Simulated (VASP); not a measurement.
# ZnS (P3m1) in VASP: a series of runs

The runs below take ZnS through single point, with r2SCAN.

All numbers are computed with VASP 6.6.1; they aren't measurements. Logs are shortened: lines on timing, memory, paths and dates and some standing lists are left out, and cuts for length are marked.

### 1 The cell of the first run

It takes space group P3m1 (No. 156, trigonal). The conventional cell has a = 3.823 Å, b = 3.823 Å, c = 12.520 Å, α = 90.00°, β = 90.00°, γ = 120.00°. Within 3.1 Å of Zn (site symmetry 3m) lie 4 S at 2.34 to 2.35 Å. Within 3.1 Å of Zn (site symmetry 3m) lie 4 S at 2.34 to 2.35 Å. Zn (site symmetry 3m) has 4 S at 2.23 to 2.80 Å within 3.0 Å. Zn (site symmetry 3m) has 4 S at 2.34 to 2.35 Å within 3.1 Å. Within 3.0 Å of S (site symmetry 3m) lie 4 Zn at 2.23 to 2.35 Å. S (site symmetry 3m) has 4 Zn at 2.34 to 2.35 Å within 3.1 Å. Within 3.1 Å of S (site symmetry 3m) lie 4 Zn at 2.34 to 2.80 Å. Within 3.1 Å of S (site symmetry 3m) lie 4 Zn at 2.34 to 2.35 Å.

### 2 Single point, r2SCAN (atom 3 (Zn) moved -0.450 Å along Cartesian [0 0 1])

Input file POSCAR:

```
ZnS
1.0
    3.8227020304      0.0000000000      0.0000000000
   -1.9113510152      3.3105570694      0.0000000000
    0.0000000000      0.0000000000     12.5200000000
Zn S
4 4
Direct
    0.0000000000      0.0000000000      0.0000000000
    0.0000000000      0.0000000000      0.5000000000
    0.3333333333      0.6666666667      0.2140575080
    0.6666666667      0.3333333333      0.7500000000
    0.0000000000      0.0000000000      0.1875000000
    0.0000000000      0.0000000000      0.6875000000
    0.3333333333      0.6666666667      0.4375000000
    0.6666666667      0.3333333333      0.9375000000
```

Input file INCAR.step1:

```
SYSTEM = ZnS
PREC     = Accurate       ! precision mode
ENCUT    = 520            ! plane-wave cutoff, eV
ISMEAR   = 0              ! smearing method
SIGMA    = 0.05           ! smearing width, eV
LREAL    = .FALSE.        ! projectors in reciprocal space
LASPH    = .TRUE.         ! aspherical terms in the spheres
NELM     = 100            ! most SCF steps
NBANDS   = 46             ! bands
GGA      = PE             ! functional
ALGO     = Normal         ! electronic algorithm
EDIFF    = 1E-4           ! SCF threshold, eV
LWAVE    = .TRUE.         ! write WAVECAR
LCHARG   = .FALSE.        ! write CHGCAR
```

Input file INCAR.step2:

```
SYSTEM = ZnS
PREC     = Accurate       ! precision mode
ENCUT    = 520            ! plane-wave cutoff, eV
EDIFF    = 1E-6           ! SCF threshold, eV
ISMEAR   = 0              ! smearing method
SIGMA    = 0.05           ! smearing width, eV
LREAL    = .FALSE.        ! projectors in reciprocal space
LASPH    = .TRUE.         ! aspherical terms in the spheres
NELM     = 100            ! most SCF steps
ALGO     = Normal         ! electronic algorithm
ISIF     = 2              ! what is computed and relaxed
LWAVE    = .FALSE.        ! write WAVECAR
LCHARG   = .FALSE.        ! write CHGCAR
METAGGA  = R2SCAN         ! meta-GGA
LMIXTAU  = .TRUE.       
NBANDS   = 46             ! bands
ISTART   = 1
```

Input file KPOINTS:

```
Automatic mesh
0
G
  6 6 2
  0 0 0
```

Potentials or basis: VASP PAW PBE potentials, release 64 (Zn, S).

The run is started by

```console
$ cat potpaw_PBE.64/Zn/POTCAR potpaw_PBE.64/S/POTCAR > POTCAR
$ cp INCAR.step1 INCAR
$ mpirun -np 1 vasp_std > vasp.out
$ cp INCAR.step2 INCAR
$ mpirun -np 1 vasp_std > vasp.out
```

OUTCAR:

```text
SYSTEM = ZnS
   PREC = Accurate
   ENCUT = 520
   EDIFF = 1E-6
   ISMEAR = 0
   LREAL = .FALSE.
   LASPH = .TRUE.
   NELM = 100
   ISIF = 2
   METAGGA = R2SCAN
   ISTART = 1

 ion  position               nearest neighbor table
   1  0.000  0.000  0.000-   8 2.34   8 2.34   8 2.34   5 2.35
   2  0.000  0.000  0.500-   7 2.34   7 2.34   7 2.34   6 2.35
   3  0.333  0.667  0.214-   5 2.23   5 2.23   5 2.23   7 2.80
   4  0.667  0.333  0.750-   6 2.34   6 2.34   6 2.34   8 2.35
   5  0.000  0.000  0.188-   3 2.23   3 2.23   3 2.23   1 2.35
   6  0.000  0.000  0.688-   4 2.34   4 2.34   4 2.34   2 2.35
   7  0.333  0.667  0.438-   2 2.34   2 2.34   2 2.34   3 2.80
   8  0.667  0.333  0.938-   1 2.34   1 2.34   1 2.34   4 2.35

  LATTYP: Found a hexagonal cell.
 ALAT       =     3.8227020304
 C/A-ratio  =     3.2751702593

  Lattice vectors:

 A1 = (   3.8227020304,   0.0000000000,   0.0000000000)
 A2 = (  -1.9113510152,   3.3105570694,   0.0000000000)
 A3 = (   0.0000000000,   0.0000000000,  12.5200000000)

Analysis of symmetry for initial positions (statically):
=====================================================================
 Subroutine PRICEL returns:
 Original cell was already a primitive cell.

 Routine SETGRP: Setting up the symmetry group for a
 hexagonal supercell.

 Subroutine GETGRP returns: Found  6 space group operations
 (whereof  6 operations were pure point group operations)
 out of a pool of 24 trial point group operations.

The static configuration has the point symmetry C_3v.

Analysis of symmetry for dynamics (positions and initial velocities):
=====================================================================
 Subroutine PRICEL returns:
 Original cell was already a primitive cell.

 Routine SETGRP: Setting up the symmetry group for a
 hexagonal supercell.

 Subroutine GETGRP returns: Found  6 space group operations
 (whereof  6 operations were pure point group operations)
 out of a pool of 24 trial point group operations.

The dynamic configuration has the point symmetry C_3v.

 Subroutine INISYM returns: Found  6 space group operations
 (whereof  6 operations are pure point group operations),
 and found     1 'primitive' translations

----------------------------------------------------------------------------------------

                                     Primitive cell

  volume of cell :     158.4440

  direct lattice vectors                    reciprocal lattice vectors
     3.822702030  0.000000000  0.000000000     0.261595069  0.151031983  0.000000000
    -1.911351015  3.310557069  0.000000000     0.000000000  0.302063967  0.000000000
     0.000000000  0.000000000 12.520000000     0.000000000  0.000000000  0.079872204

  length of vectors
     3.822702030  3.822702030 12.520000000     0.302063967  0.302063967  0.079872204

  position of ions in fractional coordinates (direct lattice)
     0.000000000  0.000000000  0.000000000
     0.000000000  0.000000000  0.500000000
     0.333333333  0.666666667  0.214057508
     0.666666667  0.333333333  0.750000000
     0.000000000  0.000000000  0.187500000
     0.000000000  0.000000000  0.687500000
     0.333333333  0.666666667  0.437500000
     0.666666667  0.333333333  0.937500000

  ion indices of the primitive-cell ions
   primitive index   ion index
                 1           1
                 2           2
                 3           3
                 4           4
                 5           5
                 6           6
                 7           7
                 8           8

----------------------------------------------------------------------------------------

 KPOINTS: Automatic mesh

Automatic generation of k-mesh.
 Grid dimensions read from file:
 generate k-points for:    6    6    2

 Generating k-lattice:

  Cartesian coordinates                     Fractional coordinates (reciprocal lattice)
     0.043599178  0.025171997  0.000000000     0.166666667  0.000000000  0.000000000
     0.000000000  0.050343994  0.000000000     0.000000000  0.166666667  0.000000000
[... 46 lines left out ...]
   LRPA    =     F    only Hartree local field effects (RPA)
 non-spin polarized calculation
 Gauss-broadening in eV      SIGMA  =   0.05
  energy-cutoff  :      520.00
  volume of cell :      158.44
 maximum number of plane-waves:      4296
   NGX = 15   NGY = 15   NGZ = 47

 number of electron      71.9999984 magnetization

 Free energy of the ion-electron system (eV)
  ---------------------------------------------------
  ext. energy  EPLUGINS =         0.00000000
  ---------------------------------------------------
  free energy    TOTEN  =       -74.90710513 eV

  energy without entropy =      -74.90710513  energy(sigma->0) =      -74.90710513

 E-fermi :   2.6722     XC(G=0): -10.2570

 val. band max:        2.4027305195   @ k =   0.0000   0.0000   0.0000
 cond. band min:       4.0562488743   @ k =   0.0000   0.0000   0.0000
 fundamental gap:      1.6535183548
 Fermi energy:         2.6721872661

 k-point     1 :       0.0000    0.0000    0.0000
  band No.  band energies     occupation
      1     -12.8018      2.00000
      2     -11.7608      2.00000
      3     -11.0924      2.00000
      4     -10.2141      2.00000
      5      -5.8677      2.00000
      6      -5.8676      2.00000
[... 38 lines left out ...]
     45       8.6613      0.00000
     46       9.0587      0.00000

 k-point     2 :       0.1667   -0.0000    0.0000
  band No.  band energies     occupation
      1     -12.6330      2.00000
      2     -11.6085      2.00000
      3     -10.9454      2.00000
      4     -10.0755      2.00000
      5      -5.8695      2.00000
      6      -5.7856      2.00000
[... 38 lines left out ...]
     45       8.9918      0.00000
     46       9.1581      0.00000

 k-point     3 :       0.3333    0.0000    0.0000
  band No.  band energies     occupation
      1     -12.2563      2.00000
      2     -11.2739      2.00000
      3     -10.6261      2.00000
      4      -9.7746      2.00000
      5      -5.8036      2.00000
      6      -5.6041      2.00000
[... 528 lines left out ...]
     45       9.4298      0.00000
     46       9.7907      0.00000

 k-point    14 :       0.3333    0.3333    0.5000
  band No.  band energies     occupation
      1     -11.9421      2.00000
      2     -10.9990      2.00000
      3     -10.3692      2.00000
      4      -9.5298      2.00000
      5      -5.5154      2.00000
      6      -5.4383      2.00000
[... 38 lines left out ...]
     45       9.7259      0.00000
     46      10.0181      0.00000

------------------------ aborting loop because EDIFF is reached ----------------------------------------

  FORCE on cell =-STRESS in cart. coord.  units (eV):
  Direction    XX          YY          ZZ          XY          YZ          ZX
  --------------------------------------------------------------------------------------
  -------------------------------------------------------------------------------------
  Total        0.7255270      0.7255270     -1.3248145      0.0000000      0.0000000      0.0000000
  in kB        7.3364895      7.3364895    -13.3964519      0.0000000      0.0000000      0.0000000
  external PRESSURE =       0.4255090 kB  Pullay stress =       0.0000000 kB

 VOLUME and BASIS-vectors are now :
 -----------------------------------------------------------------------------
  energy-cutoff  :      520.00
  volume of cell :      158.44
      direct lattice vectors                 reciprocal lattice vectors
     3.822702030  0.000000000  0.000000000     0.261595069  0.151031983  0.000000000
    -1.911351015  3.310557069  0.000000000     0.000000000  0.302063967  0.000000000
     0.000000000  0.000000000 12.520000000     0.000000000  0.000000000  0.079872204

 POSITION                                       TOTAL-FORCE (eV/Angst)
 -----------------------------------------------------------------------------------
      0.00000      0.00000      0.00000         0.000000     -0.000000     -0.449912
      0.00000      0.00000      6.26000         0.000000     -0.000000     -0.383262
     -0.00000      2.20704      2.68000         0.000000     -0.000000      1.835254
      1.91135      1.10352      9.39000        -0.000000     -0.000000     -0.399323
      0.00000      0.00000      2.34750         0.000000     -0.000000     -0.703453
      0.00000      0.00000      8.60750         0.000000      0.000000      0.366777
     -0.00000      2.20704      5.47750         0.000000     -0.000000     -0.592565
      1.91135      1.10352     11.73750         0.000000     -0.000000      0.326485
 -----------------------------------------------------------------------------------
    total drift:                               -0.000017      0.000007     -0.075906

  FREE ENERGIE OF THE ION-ELECTRON SYSTEM (eV)
  ---------------------------------------------------
  free  energy   TOTEN  =       -74.9071051271 eV

  energy  without entropy=      -74.9071051271  energy(sigma->0) =      -74.90710513
```

Wall time 4.8 min (1 thread of Intel Xeon 6975P-C (Granite Rapids), shared host); peak memory 0.32 GiB.

Results:

```yaml
Free_energy: -74.9071 eV
Pressure: 0.0 GPa
Largest_force: 1.835 eV/Å
Band_gap_on_the_k_mesh: 1.65 eV
```

Forces on the atoms (eV/Å):
```
Zn   0.000  0.000 -0.450
Zn   0.000  0.000 -0.383
Zn   0.000  0.000  1.835
Zn   0.000  0.000 -0.399
S    0.000  0.000 -0.703
S    0.000  0.000  0.367
S    0.000  0.000 -0.593
S    0.000  0.000  0.326
```

Stress tensor (GPa, compression positive):
```
 0.73  0.00  0.00
 0.00  0.73  0.00
 0.00  0.00 -1.34
```

Levels at points of the mesh, in eV from the valence-band top:
```
           k point  band 34  band 35  band 36  band 37  band 38  band 39
(0.00, 0.00, 0.00)    -0.44     0.00     0.00     1.65     2.57     3.31
(0.50, 0.00, 0.00)    -1.93    -1.17    -1.07     2.53     3.00     3.35
(0.00, 0.00, 0.50)    -0.75    -0.01    -0.01     1.93     2.73     3.27
(0.50, 0.00, 0.50)    -1.88    -1.37    -1.10     2.58     3.29     3.75
```

Caveat: the cell differs from its parent crystal (atom 3 (Zn) moved -0.450 Å along Cartesian [0 0 1]); the PAW data sets were made with another functional, which shifts forces and pressure a little.

### 3 Single point, r2SCAN (atom 3 (Zn) moved +0.338 Å along Cartesian [0 0 1])

POSCAR, as its differences from that of step 2:

```diff
@@ -10,3 +10,3 @@
     0.0000000000      0.0000000000      0.5000000000
-    0.3333333333      0.6666666667      0.2140575080
+    0.3333333333      0.6666666667      0.2769568690
     0.6666666667      0.3333333333      0.7500000000
```

Input file INCAR.step1:

```
PREC     = Accurate       # precision mode
ENCUT    = 520            # plane-wave cutoff, eV
ISMEAR   = 0              # smearing method
SIGMA    = 0.05           # smearing width, eV
LREAL    = False          # projectors in reciprocal space
LASPH    = True           # aspherical terms in the spheres
NELM     = 80             # most SCF steps
NBANDS   = 46             # bands
GGA      = PE             # functional
ALGO     = Normal         # electronic algorithm
EDIFF    = 1E-4           # SCF threshold, eV
LWAVE    = True           # write WAVECAR
LCHARG   = False          # write CHGCAR
```

Input file INCAR.step2:

```
PREC     = Accurate       # precision mode
ENCUT    = 520            # plane-wave cutoff, eV
EDIFF    = 1E-7           # SCF threshold, eV
ISMEAR   = 0              # smearing method
SIGMA    = 0.05           # smearing width, eV
LREAL    = False          # projectors in reciprocal space
LASPH    = True           # aspherical terms in the spheres
NELM     = 80             # most SCF steps
ALGO     = Normal         # electronic algorithm
ISIF     = 2              # what is computed and relaxed
LWAVE    = False          # write WAVECAR
LCHARG   = False          # write CHGCAR
METAGGA  = R2SCAN         # meta-GGA
LMIXTAU  = True         
NBANDS   = 46             # bands
ISTART   = 1
```

Input file KPOINTS:

```
regular mesh
0
Gamma
  6 6 2
```

Potentials or basis: VASP PAW PBE potentials, release 64 (Zn, S).

The run is started by

```console
$ cat potpaw_PBE.64/Zn/POTCAR potpaw_PBE.64/S/POTCAR > POTCAR
$ cp INCAR.step1 INCAR
$ mpirun -np 1 vasp_std > vasp.out
$ cp INCAR.step2 INCAR
$ mpirun -np 1 vasp_std > vasp.out
```

It took 3.9 min on 1 thread of Intel Xeon 6975P-C (Granite Rapids), shared host; peak memory 0.31 GiB.

The run converged. Its results:

```
Free energy            : -74.7305 eV
Pressure               : 0.5 GPa
Largest force          : 5.187 eV/Å
Band gap on the k mesh : 2.09 eV
```

Forces on the atoms (eV/Å):
```
Zn   0.000  0.000  0.312
Zn   0.000  0.000  0.363
Zn   0.000  0.000 -5.187
Zn   0.000  0.000  0.273
S    0.000  0.000  1.015
S    0.000  0.000 -0.301
S    0.000  0.000  3.739
S    0.000  0.000 -0.214
```

Stress tensor (GPa, compression positive):
```
-1.54  0.00  0.00
 0.00 -1.54  0.00
 0.00  0.00  4.70
```

Levels at points of the mesh, in eV from the valence-band top:
| k point | band 33 | band 34 | band 35 | band 36 | band 37 | band 38 | band 39 | band 40 |
| --- | --- | --- | --- | --- | --- | --- | --- | --- |
| (0.00, 0.00, 0.00) | -0.70 | -0.56 | 0.00 | 0.00 | 2.09 | 3.01 | 3.49 | 4.22 |
| (0.50, 0.00, 0.00) | -1.98 | -1.80 | -1.58 | -0.79 | 3.01 | 3.11 | 3.72 | 4.29 |
| (0.00, 0.00, 0.50) | -0.66 | -0.66 | -0.02 | -0.02 | 2.60 | 3.01 | 3.36 | 4.02 |
| (0.50, 0.00, 0.50) | -2.27 | -1.76 | -1.69 | -0.83 | 3.20 | 3.54 | 3.91 | 4.13 |

Caveat: the cell differs from its parent crystal (atom 3 (Zn) moved +0.338 Å along Cartesian [0 0 1]); the stress differs along the axes, from -2 to 5 GPa; the PAW data sets were made with another functional, which shifts forces and pressure a little.

### 4 Single point, r2SCAN (atom 3 (Zn) moved +0.450 Å along Cartesian [0 0 1])

POSCAR, as its differences from that of step 3:

```diff
@@ -10,3 +10,3 @@
     0.0000000000      0.0000000000      0.5000000000
-    0.3333333333      0.6666666667      0.2769568690
+    0.3333333333      0.6666666667      0.2859424920
     0.6666666667      0.3333333333      0.7500000000
```

Input file INCAR.step1:

```
  PREC = Accurate
  ENCUT = 520
  ISMEAR = 0
  SIGMA = 0.05
  LREAL = False
  LASPH = True
  NELM = 100
  NBANDS = 46
  GGA = PE
  ALGO = Normal
  EDIFF = 1E-4
  LWAVE = True
  LCHARG = False
```

Input file INCAR.step2:

```
  PREC = Accurate
  ENCUT = 520
  EDIFF = 1E-7
  ISMEAR = 0
  SIGMA = 0.05
  LREAL = False
  LASPH = True
  NELM = 100
  ALGO = Normal
  ISIF = 2
  LWAVE = False
  LCHARG = True
  METAGGA = R2SCAN
  LMIXTAU = True
  LELF = True
  LVHAR = True
  NBANDS = 46
  ISTART = 1
```

KPOINTS is that of step 3.

The run is started by

```console
$ cat potpaw_PBE.64/Zn/POTCAR potpaw_PBE.64/S/POTCAR > POTCAR
$ cp INCAR.step1 INCAR
$ mpirun -np 1 vasp_std > vasp.out
$ cp INCAR.step2 INCAR
$ mpirun -np 1 vasp_std > vasp.out
```

Run time: 4 min. Hardware: 1 thread of Intel Xeon 6975P-C (Granite Rapids), shared host; peak memory 0.33 GiB.

The run converged. Its results:

* Free energy: -73.9577 eV
* Pressure: 2.1 GPa
* Largest force: 8.790 eV/Å
* Band gap on the k mesh: 1.77 eV

Forces in eV/Å, atoms in the order of the input:
```
Zn   0.000  0.000  0.404
Zn   0.000  0.000  0.509
Zn   0.000  0.000 -8.790
Zn   0.000  0.000  0.354
S    0.000  0.000  1.380
S    0.000  0.000 -0.368
S    0.000  0.000  6.787
S    0.000  0.000 -0.277
```

Stress tensor (GPa, compression positive):
```
-1.61  0.00  0.00
 0.00 -1.61  0.00
 0.00  0.00  9.43
```

Levels at points of the mesh, in eV from the valence-band top:
```csv
k point,band 32,band 33,band 34,band 35,band 36,band 37,band 38,band 39,band 40,band 41
"(0.00, 0.00, 0.00)",-0.88,-0.88,-0.80,0.00,0.00,1.77,2.69,3.28,4.18,5.61
"(0.50, 0.00, 0.00)",-2.62,-2.17,-1.97,-1.74,-0.75,2.63,2.79,3.46,4.06,4.93
"(0.00, 0.00, 0.50)",-1.50,-0.86,-0.86,-0.01,-0.01,2.21,2.71,3.18,3.97,5.62
"(0.50, 0.00, 0.50)",-2.68,-2.54,-1.90,-1.90,-0.78,2.78,3.24,3.61,3.90,4.50
```

Caveat: the cell differs from its parent crystal (atom 3 (Zn) moved +0.450 Å along Cartesian [0 0 1]); the stress differs along the axes, from -2 to 9 GPa; the PAW data sets were made with another functional, which shifts forces and pressure a little.

### 5 Summary

| cell | gap on the mesh (eV) | pressure (GPa) | largest force (eV/Å) |
| --- | --- | --- | --- |
| as given, atomic positions A | 1.65 | 0.0 | 1.84 |
| as given, atomic positions B | 2.09 | 0.5 | 5.19 |
| as given, atomic positions C | 1.77 | 2.1 | 8.79 |

Alike in all rows: task single point; level r2SCAN; potentials or basis VASP PAW PBE potentials, release 64 (Zn, S); no spin polarisation; k mesh 6 × 6 × 2; cutoff (eV) 520; smearing gaussian 0.05 eV.

Caveats: the PAW data sets were made with another functional, which shifts forces and pressure a little; the stress differs along the axes, from -2 to 5 GPa (at least some runs); the stress differs along the axes, from -2 to 9 GPa (at least some runs).

Absolute energies hang on the potentials; compare differences alone.
